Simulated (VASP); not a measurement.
A run of VASP 6.6.1 is set up as follows.

INCAR

```
PREC = Accurate ; ENCUT = 520
EDIFF = 1E-7 ; ISMEAR = 0
SIGMA = 0.02 ; LREAL = F
LASPH = T ; NELM = 100
ALGO = Normal ; ISIF = 2
LWAVE = F ; LCHARG = F
GGA = PE ; NBANDS = 35
```

Contents of KPOINTS:

```
Automatic mesh
0
Gamma
  6 6 8
```

File POSCAR:

```
SnO2
1.0
    4.8274196516      0.0000000000      0.0000000000
    0.0000000000      4.8274196516      0.0000000000
    0.0000000000      0.0000000000      3.2380690958
Sn O
2 4
Direct
    0.0000000000      0.0000000000      0.0000000000
    0.5000000000      0.5000000000      0.5000000000
    0.3065442636      0.3065442636      0.0000000000
    0.1934557364      0.8065442636      0.5000000000
    0.6934557364      0.6934557364      0.0000000000
    0.8065442636      0.1934557364      0.5000000000
```

Potentials or basis: VASP PAW PBE potentials, release 64 (Sn_d, O).

Command:

```sh
$ cat potpaw_PBE.64/Sn_d/POTCAR potpaw_PBE.64/O/POTCAR > POTCAR
$ mpirun -np 1 vasp_std > vasp.out
```

Estimate the largest force.

0.012 eV/Å.

Predict the band gap on the k mesh.

0.67 eV, direct.

Estimate the pressure.

0.6 GPa.

Forces on the atoms (eV/Å):
```
Sn   0.000  0.000  0.000
Sn   0.000  0.000  0.000
O   -0.008 -0.008  0.000
O    0.008 -0.008  0.000
O    0.008  0.008  0.000
O   -0.008  0.008  0.000
```

Caveat: spin-orbit coupling is left out, which moves the levels of the heavy elements.
